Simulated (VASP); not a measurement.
Wanted: the native input for a VASP 6.6.1 run.

```
Task                   : single point
Functional             : PBE
Potentials or basis    : VASP PAW PBE potentials, release 64 (In_d, Sb, As)
Cutoff                 : 520 eV
k mesh                 : 6 × 6 × 1
Occupations            : gaussian, width 0.1 eV
Spin                   : no spin polarisation
Dipole correction      : no
Further INCAR settings : ALGO = Normal; EDIFF = 1e-06; NBANDS = 66
```

The structure of In3Sb2As lies in POSCAR:

```
In3Sb2As
1.0
    4.5751701747     -0.0000000031      0.0000000000
   -2.2875850847      3.9622135995      0.0000000000
    0.0000000000      0.0000000000     22.6167170343
In Sb As
6 4 2
Direct
    0.6666666667      0.3333333333      0.1732314505
    0.6666666667      0.3333333333      0.5005944508
    0.6666666667      0.3333333333      0.8273732358
    0.3333333333      0.6666666667      0.0005944508
    0.3333333333      0.6666666667      0.3273732358
    0.3333333333      0.6666666667      0.6732314505
    0.6666666667      0.3333333333      0.6272267473
    0.6666666667      0.3333333333      0.9549636033
    0.3333333333      0.6666666667      0.1272267473
    0.3333333333      0.6666666667      0.4549636033
    0.6666666667      0.3333333333      0.2921104722
    0.3333333333      0.6666666667      0.7921104722
```

The input as run:

INCAR

```
SYSTEM = In3Sb2As
PREC = Accurate
ENCUT = 520
EDIFF = 1E-6
ISMEAR = 0
SIGMA = 0.1
LREAL = .False.
LASPH = .True.
NELM = 80
ALGO = Normal
ISIF = 2
LWAVE = .False.
LCHARG = .False.
GGA = PE
NBANDS = 66
```

KPOINTS

```
Automatic mesh
0
Gamma
  6 6 1
  0 0 0
```

Potentials or basis: VASP PAW PBE potentials, release 64 (In_d, Sb, As).

Launch:

```sh
$ cat potpaw_PBE.64/In_d/POTCAR potpaw_PBE.64/Sb/POTCAR potpaw_PBE.64/As/POTCAR > POTCAR
$ mpirun -np 1 vasp_std > vasp.out
```

Results of the run:

| Property | Result |
| --- | --- |
| Pressure | 0.0 GPa |
| Largest force | 0.027 eV/Å |
| Band gap on the k mesh | 0.07 eV, direct |

Caveat: spin-orbit coupling is left out, which moves the levels of the heavy elements.

Wall time 13 min on 1 thread of AMD EPYC 7R13, with other jobs on the host, peak memory 0.55 GiB.
